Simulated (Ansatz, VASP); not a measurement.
# One calculation of MgS, two programs

```
Mg S
1.0
     0.00000    2.56487    2.56487
     2.56487    0.00000    2.56487
     2.56487    2.56487    0.00000
Mg S
1 1
Direct
  0.00000 0.00000 0.00000
  0.50000 0.50000 0.50000
```

Alike in both runs: functional LDA; k mesh 8 × 8 × 8; occupations gaussian, width 0.02 eV; no spin polarisation.

Ansatz relaxed the structure, and its values are those at the end. VASP's run is a single point on that final structure, the one shown.

```csv
,VASP,Ansatz
version,VASP 6.6.1,Ansatz 0.2.0
potentials or method,"VASP PAW LDA potentials, release 64 (Mg, S), cutoff 600 eV","scalar-relativistic, plane waves, PAW"
valence electrons in the cell,8,16
```

Ansatz gave:

```
gap on the k mesh at the Fermi level (eV) : 2.65
least direct gap on the mesh (eV)         : 3.82
pressure (GPa)                            : 0.0
```

Question: Estimate VASP's values.

Answer: gap on the k mesh at the Fermi level (eV): 2.65; least direct gap on the mesh (eV): 3.84; pressure (GPa): -0.6.

Ansatz warns that its potentials were made for another functional, while VASP's fit it. LDA's correlation is that of Perdew and Zunger in VASP and of Perdew and Wang (1992) in Ansatz. VASP's potentials hold 8 valence electrons a cell and Ansatz's 16, so a difference there can come from the potentials and not from the codes.
